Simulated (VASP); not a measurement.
Runs of VASP 6.6.1 on AsO. The structure is that of space group F-43m (No. 216), or close to it. The cells are those of the table. The cell was built from a structure type or drawn by symmetry, and may not be a known phase.

| task | cell | k mesh | cutoff (eV) | gap on the mesh (eV) | pressure (GPa) | relaxed volume (Å³/atom) |
| --- | --- | --- | --- | --- | --- | --- |
| relaxation of cell and atoms | relaxed from a = 3.534 Å, angles 60.0°, 2 atoms | 6 × 6 × 6 | 600 | none | 0.0 | 16.50 |
| single point | a = 3.602 Å, angles 60.0°, 2 atoms | 18 × 18 × 18 | 520 | none | -0.1 | - |
| single point | a = 3.598 Å, angles 60.0°, 2 atoms | 6 × 6 × 6 | 520 | none | (a) | - |
| single point | a = 3.534 Å, angles 60.0°, 2 atoms | 6 × 6 × 6 | 520 | none | 5.9 | - |
| relaxation of cell and atoms | relaxed from a = 3.598 Å, angles 60.0°, 2 atoms | 18 × 18 × 18 | 600 | none | -0.1 | 16.52 |

Alike in all rows: level PBE; potentials or basis VASP PAW PBE potentials, release 64 (As, O); no spin polarisation; smearing gaussian 0.1 eV.

Question: Estimate the missing entries.

Answer: (a) 0.3.

Caveats: some runs use coarse meshes; an odd number of electrons without spin polarisation forces a metal; a magnetic or distorted state may lie lower.

A k mesh can miss the band edges, and the runs leave out spin-orbit coupling on As.

A gap of «none» marks levels without a gap at the run's occupations.
